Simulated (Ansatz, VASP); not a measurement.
**One calculation of CdS, two programs**

```
Cd S
1.0
     0.01905    2.94239    2.94239
     2.94239    0.01905    2.94239
     2.94239    2.94239    0.01905
Cd S
1 1
Direct
  0.00072 0.00072 0.00072
  0.24928 0.24928 0.24928
```

Change from the starting cell: epitaxial_111 strain -0.5%.

Alike in both runs: task single point; functional PBE; k mesh 8 × 8 × 8; occupations fermi-dirac, width 0.02 eV; no spin polarisation.

```csv
,VASP,Ansatz
version,VASP 6.6.1,Ansatz 0.2.0
potentials or method,"VASP PAW PBE potentials, release 64 (Cd, S)","plane waves, PAW"
plane-wave cutoff (eV),520,420
valence electrons in the cell,18,26
```

```csv
,VASP,Ansatz,Ansatz less VASP
gap on the k mesh at the Fermi level (eV),1.10,1.10,-0.003
pressure (GPa),2.1,1.8,-0.33
"traceless stress, the component that is largest in VASP (GPa)",-0.16,-0.16,0.000
```

With one functional, cell and mesh, what is left measures potentials, basis and numerics. VASP's potentials hold 18 valence electrons a cell and Ansatz's 26, so a difference there can come from the potentials and not from the codes.
